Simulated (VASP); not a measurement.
# MgO (P1) in VASP: single point with PBEsol

Aim: the single point of MgO with PBEsol.

All numbers are computed with VASP 6.6.1; they aren't measurements. Logs are shortened: lines on timing, memory, paths and dates and some standing lists are left out, and cuts for length are marked.

## 1. The cell of the first run

The typed cell holds 24 atoms: a = 5.846 Å, b = 8.769 Å, c = 5.092 Å, α = 90.00°, β = 90.00°, γ = 120.00°.

## 2. Single point, PBEsol

INCAR reads:

```
PREC = Accurate
ENCUT = 520
EDIFF = 1E-7
ISMEAR = -1
SIGMA = 0.039
LREAL = Auto
LASPH = T
NELM = 80
ALGO = Normal
ISIF = 2
LWAVE = F
LCHARG = F
GGA = PS
NBANDS = 66
```

KPOINTS reads:

```
regular mesh
0
Gamma
  4 2 4
```

POSCAR reads:

```
MgO
1.0
    5.8461105929      0.0000000000      0.0000000000
   -4.3845829447      7.5943204302      0.0000000000
    0.0000000000      0.0000000000      5.0921016473
Mg O
12 12
Direct
   -0.0026406934     -0.0101413946     -0.0112482044
    0.0081074293      0.0122125476      0.4793678856
   -0.0158188426      0.3220471170     -0.0039930468
    0.0134890733      0.3364189098      0.4956782434
   -0.0058473636      0.6671041927     -0.0169478157
   -0.0072241848      0.6773795032      0.4814387398
    0.4997117047     -0.0019306533      0.0048783394
    0.5090145878      0.0004257129      0.5154125314
    0.4859243531      0.3254317516      0.0072235400
    0.4992964297      0.3279523195      0.5168431784
    0.5012058466      0.6674091575      0.0142593383
    0.4980053496      0.6711441856      0.5221282261
    0.1798055078      0.2313451238      0.2462307485
    0.3261786755      0.1059732740      0.7363721818
    0.1567463722      0.5508386219      0.2512121887
    0.3251104134      0.4331496189      0.7482399732
    0.1705954469      0.8907526437      0.2366749691
    0.3544022339      0.7837688776      0.7724453030
    0.6642551177      0.2234955735      0.2437588811
    0.8324057087      0.1076300385      0.7534686591
    0.6719402922      0.5629366102      0.2594384581
    0.8292307010      0.4457375786      0.7480922935
    0.6765183644      0.8911379316      0.2605038336
    0.8382967481      0.7801409033      0.7359043985
```

Potentials or basis: VASP PAW PBE potentials, release 64 (Mg, O).

On the command line:

```
cat potpaw_PBE.64/Mg/POTCAR potpaw_PBE.64/O/POTCAR > POTCAR
mpirun -np 1 vasp_std > vasp.out
```

OUTCAR:

```text
PREC = Accurate
   ENCUT = 520
   EDIFF = 1E-7
   ISMEAR = -1
   LREAL = Auto
   LASPH = T
   NELM = 80
   ISIF = 2
   GGA = PS

 ion  position               nearest neighbor table
   1  0.997  0.990  0.989-  24 2.05  17 2.06  14 2.10  20 2.10  23 2.14  13 2.25   2 2.50   2 2.60
                             5 2.82  11 2.87   9 2.90   7 2.90   7 2.95   3 2.95
   2  0.008  0.012  0.479-  23 2.02  13 2.04  14 2.08  20 2.14  17 2.14  24 2.19   1 2.50   1 2.60
                            10 2.83   4 2.83   8 2.87   6 2.89   8 2.99  12 2.99
   3  0.984  0.322  0.996-  20 2.04  19 2.05  13 2.12  16 2.14  22 2.14  15 2.17   4 2.55   4 2.55
                             7 2.84   9 2.92   9 2.93   1 2.95   5 3.00  11 3.03
   4  0.013  0.336  0.496-  16 2.04  15 2.05  13 2.07  20 2.18  22 2.18  19 2.18   3 2.55   3 2.55
                             2 2.83  10 2.88  12 2.89   8 2.95  10 2.97   6 3.05
   5  0.994  0.667  0.983-  22 2.06  24 2.07  18 2.12  17 2.13  21 2.15  15 2.19   6 2.54   6 2.56
                             1 2.82  11 2.89   7 2.93  11 2.97   9 2.99   3 3.00
   6  0.993  0.677  0.481-  21 1.98  24 2.03  17 2.05  15 2.14  22 2.22  18 2.36   5 2.54   5 2.56
                            12 2.87   2 2.89   8 2.93  10 2.98  12 2.99   4 3.05
   7  0.500  0.998  0.005-  18 2.01  17 2.04  19 2.10  20 2.12  23 2.15  14 2.18   8 2.49   8 2.60
                             3 2.84   1 2.90  11 2.90   9 2.91   5 2.93   1 2.95
   8  0.509  0.000  0.515-  20 2.04  14 2.06  18 2.10  23 2.12  19 2.19  17 2.23   7 2.49   7 2.60
                            12 2.86   2 2.87  10 2.90   6 2.93   4 2.95   2 2.99
   9  0.486  0.325  0.007-  13 1.97  19 2.07  16 2.10  14 2.16  22 2.18  21 2.21  10 2.50  10 2.60
[... 5 lines left out ...]
  12  0.498  0.671  0.522-  18 2.03  24 2.04  23 2.14  16 2.14  21 2.17  15 2.21  11 2.51  11 2.59
                             8 2.86   6 2.87   4 2.89   6 2.99   2 2.99  10 3.01
  13  0.180  0.231  0.246-   9 1.97   2 2.04   4 2.07   3 2.12  10 2.13   1 2.25
  14  0.326  0.106  0.736-  10 2.02   8 2.06   2 2.08   1 2.10   9 2.16   7 2.18
  15  0.157  0.551  0.251-   4 2.05  11 2.12   6 2.14   3 2.17   5 2.19  12 2.21
  16  0.325  0.433  0.748-   4 2.04  10 2.05   9 2.10   3 2.14  12 2.14  11 2.24
  17  0.171  0.891  0.237-   7 2.04   6 2.05   1 2.06   5 2.13   2 2.14   8 2.23
  18  0.354  0.784  0.772-   7 2.01  12 2.03  11 2.04   8 2.10   5 2.12   6 2.36
  19  0.664  0.223  0.244-   3 2.05   9 2.07   7 2.10  10 2.14   4 2.18   8 2.19
  20  0.832  0.108  0.753-   8 2.04   3 2.04   1 2.10   7 2.12   2 2.14   4 2.18
  21  0.672  0.563  0.259-   6 1.98  11 2.08   5 2.15  12 2.17  10 2.21   9 2.21
  22  0.829  0.446  0.748-  10 2.04   5 2.06   3 2.14   4 2.18   9 2.18   6 2.22
  23  0.677  0.891  0.261-   2 2.02  11 2.11   8 2.12   1 2.14  12 2.14   7 2.15
  24  0.838  0.780  0.736-   6 2.03  12 2.04   1 2.05   5 2.07   2 2.19  11 2.22

  LATTYP: Found a simple monoclinic cell.
 ALAT       =     5.8461105929
 B/A-ratio  =     0.8710238314
 C/A-ratio  =     1.3228756555
 COS(beta)  =    -0.1889822365

  Lattice vectors:

 A1 = (   5.8461105929,   0.0000000000,   0.0000000000)
 A2 = (   0.0000000000,   0.0000000000,   5.0921016473)
 A3 = (  -1.4615276482,  -7.5943204302,   0.0000000000)

Analysis of symmetry for initial positions (statically):
=====================================================================
 Subroutine PRICEL returns:
 Original cell was already a primitive cell.

 Routine SETGRP: Setting up the symmetry group for a
 simple monoclinic supercell.

 Subroutine GETGRP returns: Found  1 space group operations
 (whereof  1 operations were pure point group operations)
 out of a pool of  4 trial point group operations.

The static configuration has the point symmetry C_1 .

Analysis of symmetry for dynamics (positions and initial velocities):
=====================================================================
 Subroutine PRICEL returns:
 Original cell was already a primitive cell.

 Routine SETGRP: Setting up the symmetry group for a
 simple monoclinic supercell.

 Subroutine GETGRP returns: Found  1 space group operations
 (whereof  1 operations were pure point group operations)
 out of a pool of  4 trial point group operations.

The dynamic configuration has the point symmetry C_1 .

 Subroutine INISYM returns: Found  1 space group operations
 (whereof  1 operations are pure point group operations),
 and found     1 'primitive' translations

----------------------------------------------------------------------------------------

                                     Primitive cell

  volume of cell :     226.0752

  direct lattice vectors                    reciprocal lattice vectors
     5.846110593  0.000000000  0.000000000     0.171053897  0.098758014  0.000000000
    -4.384582945  7.594320430  0.000000000     0.000000000  0.131677351  0.000000000
     0.000000000  0.000000000  5.092101647     0.000000000  0.000000000  0.196382568

  length of vectors
[... 69 lines left out ...]

  Length of vectors
     0.049379007  0.065838676  0.049095642

  Shift w.r.t. Gamma in fractional coordinates (k-lattice)
     0.000000000  0.000000000  0.000000000

 Subroutine IBZKPT returns following result:
 ===========================================

 Found     20 irreducible k-points:

 Following reciprocal coordinates:
            Coordinates               Weight
  0.000000  0.000000  0.000000      1.000000
  0.250000  0.000000  0.000000      2.000000
  0.500000  0.000000  0.000000      1.000000
  0.000000  0.500000  0.000000      1.000000
  0.250000  0.500000  0.000000      2.000000
  0.500000  0.500000  0.000000      1.000000
[... 12 lines left out ...]
  0.250000  0.500000  0.500000      2.000000
  0.500000  0.500000  0.500000      1.000000
   k-points           NKPTS =     20   k-points in BZ     NKDIM =     20   number of bands    NBANDS=     66
   number of dos      NEDOS =    301   number of ions     NIONS =     24
   total plane-waves  NPLWV = 134400
   dimension x,y,z NGX =    48 NGY =   70 NGZ =   40
   dimension x,y,z NGXF=    96 NGYF=  140 NGZF=   80
   ions per type =              12  12
   NGX,Y,Z   is equivalent  to a cutoff of  13.65, 13.27, 13.06 a.u.
   NGXF,Y,Z  is equivalent  to a cutoff of  27.30, 26.54, 26.12 a.u.
 SYSTEM =  unknown system
   PREC   = accura    normal or accurate (medium, high low for compatibility)
   ISTART =      0    job   : 0-new  1-cont  2-samecut
   ICHARG =      2    charge: 1-file 2-atom 10-const
   ISPIN  =      1    spin polarized calculation?
   LNONCOLLINEAR =      F non collinear calculations
   LSORBIT =      F    spin-orbit coupling
   LASPH  =      T    aspherical Exc in radial PAW
   ENCUT  =  520.0 eV  38.22 Ry    6.18 a.u.  10.87 16.30  9.47*2*pi/ulx,y,z
   NELM   =     80;   NELMIN=  2; NELMDL= -5     # of ELM steps
   EDIFF  = 0.1E-06   stopping-criterion for ELM
   LREAL  =      T    real-space projection
   EDIFFG = 0.1E-05   stopping-criterion for IOM
   NSW    =      0    number of steps for IOM
   IBRION =     -1    ionic relax: 0-MD 1-quasi-New 2-CG
   NFREE  =      0    steps in history (QN), initial steepest desc. (CG)
   ISIF   =      2    stress and relaxation
   ISYM   =      2    0-nonsym 1-usesym 2-fastsym
   POTIM  = 0.5000    time-step for ionic-motion
   TEBEG  =    0.0;   TEEND  =   0.0 temperature during run
   PSTRESS=    0.0 pullay stress
   NELECT =      96.0000    total number of electrons
   NUPDOWN=      -1.0000    fix difference up-down
   EMIN   =  10.00;   EMAX   =-10.00  energy-range for DOS
   EFERMI =   0.00;   METHOD = LEGACY
   ISMEAR =    -1;   SIGMA  =   0.04  broadening in eV -4-tet -1-fermi 0-gaus
   EFERMI_NEDOS =   21; number of points for ismear=-14 and -15
   IALGO  =     38    algorithm
   IMIX   =      4    mixing-type and parameters
     AMIX     =   0.40;   BMIX     =  1.00
     AMIX_MAG =   1.60;   BMIX_MAG =  1.00
  volume/ion in A,a.u.               =       9.42        63.57
  Fermi-wavevector in a.u.,A,eV,Ry     =   1.230498  2.325304 20.600925  1.514125
  Thomas-Fermi vector in A             =   2.365344
   LORBIT       =      0    0 simple, 1 ext, 2 COOP (PROOUT), +10 PAW based schemes
   GGA     = PS    functional components
   LHFCALC =     F    Hartree Fock is set to
   AEXX    =    0.0000 exact exchange contribution
   IVDW    =     0    specifies the selected vdW correction
   LEPSILON=     F    determine dielectric tensor
   LRPA    =     F    only Hartree local field effects (RPA)
 non-spin polarized calculation
  energy-cutoff  :      520.00
  volume of cell :      226.08
 maximum number of plane-waves:      6114
 NGX is ok and might be reduce to    48
   NGX = 21   NGY = 33   NGZ = 19

 number of electron      96.0000010 magnetization

 Free energy of the ion-electron system (eV)
  ---------------------------------------------------
  ext. energy  EPLUGINS =         0.00000000
  ---------------------------------------------------
  free energy    TOTEN  =      -145.75458089 eV

  energy without entropy =     -145.75458089  energy(sigma->0) =     -145.75458089

 E-fermi :   4.1500     XC(G=0): -11.2529

 val. band max:        3.2577207466   @ k =   0.0000   0.0000   0.0000
 cond. band min:       7.4789499071   @ k =   0.0000   0.0000   0.0000
 fundamental gap:      4.2212291605
 Fermi energy:         4.1500425456

 k-point     1 :       0.0000    0.0000    0.0000
  band No.  band energies     occupation
      1     -14.2069      2.00000
      2     -13.3881      2.00000
      3     -13.1478      2.00000
      4     -13.0995      2.00000
      5     -13.0194      2.00000
      6     -12.9234      2.00000
[... 1249 lines left out ...]
     59      12.5558      0.00000
     60      12.6171      0.00000
 [bands above 60 left out]

------------------------ aborting loop because EDIFF is reached ----------------------------------------

  FORCE on cell =-STRESS in cart. coord.  units (eV):
  Direction    XX          YY          ZZ          XY          YZ          ZX
  --------------------------------------------------------------------------------------
  -------------------------------------------------------------------------------------
  Total        2.6220149      2.9009472      4.6922779      0.6360838      0.6486814      0.3526288
  in kB       18.5820118     20.5587829     33.2538016      4.5078751      4.5971540      2.4990524
  external PRESSURE =      24.1315321 kB  Pullay stress =       0.0000000 kB

 VOLUME and BASIS-vectors are now :
 -----------------------------------------------------------------------------
  energy-cutoff  :      520.00
  volume of cell :      226.08
      direct lattice vectors                 reciprocal lattice vectors
     5.846110593  0.000000000  0.000000000     0.171053897  0.098758014  0.000000000
    -4.384582945  7.594320430  0.000000000     0.000000000  0.131677351  0.000000000
     0.000000000  0.000000000  5.092101647     0.000000000  0.000000000  0.196382568

 POSITION                                       TOTAL-FORCE (eV/Angst)
 -----------------------------------------------------------------------------------
      1.49056      7.51730      5.03482        -0.187652      0.397618     -0.311423
     -0.00615      0.09275      2.44099         0.246252     -0.485473      0.718443
      4.34159      2.44573      5.07177         0.084866      0.884936      0.076123
     -1.39620      2.55487      2.52404        -0.703211      0.402010     -0.016305
      2.88695      5.06620      5.00580         0.524635     -0.599612      0.457202
      2.83385      5.14424      2.45154         0.604931     -0.777551      0.186404
[... 16 lines left out ...]
      0.04773      6.76759      1.32651        -0.435196      0.091217     -0.363130
      1.48018      5.92464      3.74730         0.001350     -0.028490      0.676441
 -----------------------------------------------------------------------------------
    total drift:                               -0.002612      0.007630      0.011025

  FREE ENERGIE OF THE ION-ELECTRON SYSTEM (eV)
  ---------------------------------------------------
  free  energy   TOTEN  =      -145.7545808885 eV

  energy  without entropy=     -145.7545808885  energy(sigma->0) =     -145.75458089
```

It took 10 min on 1 thread of Intel Xeon Platinum 8375C at 2.90GHz (Ice Lake), shared host; peak memory 0.44 GiB.

What came out:

```
Free energy            : -145.7546 eV
Pressure               : 2.4 GPa
Largest force          : 1.308 eV/Å
Band gap on the k mesh : 4.22 eV
```

Forces in eV/Å, atoms in the order of the input:
```
Mg  -0.188  0.398 -0.311
Mg   0.246 -0.485  0.718
Mg   0.085  0.885  0.076
Mg  -0.703  0.402 -0.016
Mg   0.525 -0.600  0.457
Mg   0.605 -0.778  0.186
Mg   0.081  0.137  0.502
Mg  -0.235  0.056 -0.834
Mg   0.427  0.781  0.019
Mg   0.284  0.807 -0.990
Mg  -0.137 -0.553  0.477
Mg   0.217 -0.530 -0.916
O   -0.552 -0.878  0.194
O    0.292  0.004  0.577
O    0.274  0.659  0.035
O   -0.081  0.718  0.396
O   -0.058  0.094  0.339
O   -0.741 -0.374 -0.821
O    0.259 -0.479  0.390
O    0.018  0.229 -0.217
O   -0.456 -0.361 -0.688
O    0.273 -0.195  0.114
O   -0.435  0.091 -0.363
O    0.001 -0.028  0.676
```

Caveat: the PAW data sets were made with another functional, which shifts forces and pressure a little.
